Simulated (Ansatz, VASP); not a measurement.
## GaB: VASP beside Ansatz

```
CELL_PARAMETERS angstrom
2.71824 0.00000 0.00000
0.00000 2.71824 0.00000
0.00000 0.00000 3.23621
ATOMIC_POSITIONS crystal
Ga 0.50000 0.50000 0.50000
B 0.00000 0.00000 0.00000
```

Alike in both runs: functional PBEsol; k mesh 6 × 6 × 5; occupations fermi-dirac, width 0.05 eV; no spin polarisation.

|  | VASP | Ansatz |
| --- | --- | --- |
| version | VASP 6.6.1 | Ansatz 0.2.0 |
| potentials or method | VASP PAW PBE potentials, release 64 (Ga_d, B) | Ansatz PAW |
| plane-wave cutoff (eV) | 520 | 420 |
| valence electrons in the cell | 16 | 16 |
| task | single point | band structure |

Ansatz gave:

```
gap on the k mesh at the Fermi level (eV)                     : none
pressure (GPa)                                                : -4.0
traceless stress, the component that is largest in VASP (GPa) : -1.69
```

Q: What did VASP give for the same quantities?

A: gap on the k mesh at the Fermi level (eV): none; pressure (GPa): -3.8; traceless stress, the component that is largest in VASP (GPa): -1.66.

VASP's potentials were made for PBE, not for PBEsol. A gap of «none» marks a metal or a gap that the smearing closes.

The k mesh is coarse, so the values compare programs but aren't converged.
